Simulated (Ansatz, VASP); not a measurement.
## One calculation of Zr3Si2, two programs

```
Zr Si
1.0
     7.06558    0.00000    0.00000
     0.00000    7.06558    0.00000
     0.00000    0.00000    3.64449
Zr Si
6 4
Direct
  0.17448 0.67448 0.50000
  0.82552 0.32552 0.50000
  0.32552 0.17448 0.50000
  0.67448 0.82552 0.50000
  0.00000 0.00000 0.00000
  0.50000 0.50000 0.00000
  0.62239 0.12239 0.97256
  0.37761 0.87761 0.97256
  0.87761 0.62239 0.97256
  0.12239 0.37761 0.97256
```

Change from the starting cell: all Si atoms moved -0.100 Å, as atom 7 along Cartesian [0 0 1].

Alike in both runs: task single point; functional PBEsol; k mesh 6 × 6 × 12; occupations gaussian, width 0.15 eV; no spin polarisation.

|  | VASP | Ansatz |
| --- | --- | --- |
| version | VASP 6.6.1 | Ansatz 0.2.0 |
| potentials or method | VASP PAW PBE potentials, release 64 (Zr_sv, Si), cutoff 520 eV | scalar-relativistic, plane waves, PAW |
| valence electrons in the cell | 88 | 88 |

```csv
,VASP,Ansatz,Ansatz less VASP
gap on the k mesh at the Fermi level (eV),none,none,-
pressure (GPa),0.5,0.4,-0.17
rms of the force components (eV/Å),0.418,0.416,-0.0020
```

VASP's potentials were made for PBE, not for PBEsol. Atom by atom the forces differ by 0.003 eV/Å (rms over components). A gap of «none» marks a metal or a gap that the smearing closes. With one functional, cell and mesh, what is left measures potentials, basis and numerics.
